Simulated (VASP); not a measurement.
A run of VASP 6.6.1 is set up as follows.

File POSCAR:

```
BaZrO3
1.0
    4.1628705846      0.0000000000      0.0000000000
    0.0000000000      4.1628705846      0.0000000000
    0.0000000000      0.0000000000      4.1628705846
Ba Zr O
1 1 3
Direct
    0.0000000000      0.0000000000      0.0000000000
    0.5000000000      0.5000000000      0.5000000000
    0.0000000000      0.5000000000      0.5000000000
    0.5000000000      0.0000000000      0.5000000000
    0.5000000000      0.5000000000      0.0000000000
```

The input INCAR.step1:

```
SYSTEM = BaZrO3
  PREC = Accurate
  ENCUT = 520
  ISMEAR = 0
  SIGMA = 0.01
  LREAL = .FALSE.
  LASPH = .TRUE.
  NELM = 80
  NBANDS = 28
  GGA = PE
  ALGO = Normal
  EDIFF = 1E-4
  LWAVE = .TRUE.
  LCHARG = .FALSE.
```

Contents of INCAR.step2:

```
SYSTEM = BaZrO3
  PREC = Accurate
  ENCUT = 520
  EDIFF = 1E-6
  ISMEAR = 0
  SIGMA = 0.01
  LREAL = .FALSE.
  LASPH = .TRUE.
  NELM = 80
  ALGO = Normal
  ISIF = 2
  LWAVE = .FALSE.
  LCHARG = .TRUE.
  METAGGA = R2SCAN
  LMIXTAU = .TRUE.
  LELF = .TRUE.
  LVHAR = .TRUE.
  NBANDS = 28
  ISTART = 1
```

The input KPOINTS:

```
Automatic mesh
0
G
  6 6 6
  0 0 0
```

Potentials or basis: VASP PAW PBE potentials, release 64 (Ba_sv, Zr_sv, O).

Run with:

```console
$ cat potpaw_PBE.64/Ba_sv/POTCAR potpaw_PBE.64/Zr_sv/POTCAR potpaw_PBE.64/O/POTCAR > POTCAR
$ cp INCAR.step1 INCAR
$ mpirun -np 1 vasp_std > vasp.out
$ cp INCAR.step2 INCAR
$ mpirun -np 1 vasp_std > vasp.out
```

Task: Predict the band gap on the k mesh.

Result: 3.75 eV (least direct gap 3.97 eV).

Task: What does it give for the pressure?

Result: 6.4 GPa.

Caveat: the cell stands under pressure; the PAW data sets were made with another functional, which shifts forces and pressure a little; spin-orbit coupling is left out, which moves the levels of the heavy elements. r2SCAN opens gaps a little over a GGA but as a rule still falls short of measured ones.
